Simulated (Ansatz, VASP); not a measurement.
# TiO2 in VASP and in Ansatz

File INCAR:

```
ALGO = Normal ; EDIFF = 1E-8
ENCUT = 520 ; GGA = PE
ISIF = 2 ; ISMEAR = -1
LASPH = True ; LCHARG = False
LEFG = True ; LREAL = False
LWAVE = False ; NBANDS = 33
NELM = 60 ; PREC = Accurate
SIGMA = 0.08
```

KPOINTS

```
k-points
0
Gamma
  13 13 13
```

POSCAR

```
TiO2
1.0
   -1.8925000000      1.8925000000      4.7570000000
    1.8925000000     -1.8925000000      4.7570000000
    1.8925000000      1.8925000000     -4.7570000000
Ti O
2 4
Direct
    0.0000000000      0.0000000000      0.0000000000
    0.7500000000      0.2500000000      0.5000000000
    0.2066000000      0.2066000000      0.0000000000
    0.9566000000      0.4566000000      0.5000000000
    0.5434000000      0.0434000000      0.5000000000
    0.7934000000      0.7934000000      0.0000000000
```

Input for Ansatz:

```yaml
crystal:
  lattice:
    - [-1.8925, 1.8925, 4.757]
    - [1.8925, -1.8925, 4.757]
    - [1.8925, 1.8925, -4.757]
  atoms:
    - { symbol: Ti, position: [0.0, 0.0, 0.0] }
    - { symbol: Ti, position: [0.75, 0.25, 0.5] }
    - { symbol: O, position: [0.2066, 0.2066, 0.0] }
    - { symbol: O, position: [0.9566, 0.4566, 0.5] }
    - { symbol: O, position: [0.5434, 0.0434, 0.5] }
    - { symbol: O, position: [0.7934, 0.7934, 0.0] }
kpoints:
  mp_grid: { grid: [13, 13, 13] }
  band_path:
    path:
      - [0.0, 0.0, 0.0]
      - [0.0, 0.0, 0.5]
      - [0.25, 0.25, 0.25]
      - [0.0, 0.5, 0.0]
      - [0.0, 0.0, 0.0]
      - [0.5, 0.5, -0.5]
      - [0.289568126, 0.710431874, -0.289568126]
      - [-0.289568126, 0.289568126, 0.289568126]
      - [0.0, 0.0, 0.0]
    npoints: 14
scf:
  occupations: { method: fermi_dirac, width: 0.08 }
hamiltonian:
  xc: pbe
  pseudopotentials: { kind: paw }
output:
  forces: true
  stress: true
  eigenvalues: true
  efg: { contact_densities: true }
  populations: true
  bader: true
  dos: { projected: true, de: 0.2, e_range: [-14, 8] }
  write_density: true
  write_potential: true
  elf: true
  volumetric_format: npy
```

Alike in both runs: task electric field gradients; functional PBE; k mesh 13 × 13 × 13; occupations fermi-dirac, width 0.08 eV; no spin polarisation.

```csv
,VASP,Ansatz
version,VASP 6.6.1,Ansatz 0.2.0
potentials or method,"VASP PAW PBE potentials, release 64 (Ti_sv, O)","PAW with Ansatz's default frozen-core files, scalar-relativistic"
plane-wave cutoff (eV),520,420
valence electrons in the cell,48,48
```

```csv
,VASP,Ansatz,Ansatz less VASP
pressure (GPa),6.6,5.9,-0.71
"traceless stress, the component that is largest in VASP (GPa)",2.80,2.69,-0.107
rms of the force components (eV/Å),0.170,0.158,-0.0117
size of Vzz on the site where it differs most (V/Å²),17.1,18.7,+1.61
```

Atom by atom the forces differ by 0.012 eV/Å (rms over components).
